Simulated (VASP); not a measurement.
Crystal: Sc4Al.

```
Sc Al
1.0
     2.32993    1.34518    4.75594
    -2.32993    1.34518    4.75594
     0.00000   -2.69037    4.75594
Sc Al
4 1
Direct
  0.70000 0.70000 0.70000
  0.10000 0.10000 0.10000
  0.90000 0.90000 0.90000
  0.30000 0.30000 0.30000
  0.50000 0.50000 0.50000
```

| Property | Result |
| --- | --- |
| Program | VASP 6.6.1 |
| Task | relaxation of cell and atoms |
| Functional | PBE |
| Potentials or basis | VASP PAW PBE potentials, release 64 (Sc_sv, Al) |
| Cutoff | 600 eV |
| k mesh | 6 × 6 × 6 |
| Occupations | gaussian, width 0.1 eV |
| Spin | no spin polarisation |

At the start: pressure 20.4 GPa; volume 17.89 Å³/atom.

Question: Where does the relaxation end?

Answer: Over 15 steps the energy falls by 311.1 meV/atom and the volume is 22.37 Å³/atom (+25.1 %); space group R-3m (No. 166, to 0.1 Å) before and after.

The path:
| step | energy change (eV) | largest force (eV/Å) | pressure (GPa) | volume (Å³) |
| --- | --- | --- | --- | --- |
| 1 | 0.0000 | 0.8941 | 20.37 | 89.44 |
| 2 | -1.1941 | 0.7389 | -4.73 | 122.19 |
| 3 | -1.3278 | 0.8148 | -0.41 | 112.72 |
| 4 | -1.4001 | 0.7158 | -0.34 | 112.46 |
| 5 | -1.4626 | 0.5102 | -0.10 | 111.99 |
| 6 | -1.4668 | 0.4346 | 0.01 | 111.82 |
| 7 | -1.5202 | 0.2577 | 0.12 | 111.64 |
| 8 | -1.5497 | 0.1334 | 0.39 | 111.39 |
| 9 | -1.5497 | 0.1334 | 0.40 | 111.38 |
| 10 | -1.5536 | 0.0909 | -0.16 | 112.32 |
| 11 | -1.5537 | 0.0827 | -0.27 | 112.49 |
| 12 | -1.5551 | 0.0576 | -0.06 | 112.09 |
| 13 | -1.5553 | 0.0465 | 0.03 | 111.90 |
| 14 | -1.5553 | 0.0415 | 0.04 | 111.86 |
| 15 | -1.5557 | 0.0193 | 0.04 | 111.84 |

Final structure:
```
Sc Al
1.0
     2.47486    1.42886    5.27133
    -2.47486    1.42886    5.27133
     0.00000   -2.85772    5.27133
Sc Al
4 1
Direct
  0.68392 0.68392 0.68392
  0.10443 0.10443 0.10443
  0.89557 0.89557 0.89557
  0.31608 0.31608 0.31608
  0.50000 0.50000 0.50000
```

Caveat: the volume moved by over 15 % at a fixed basis, so the end points are rough.
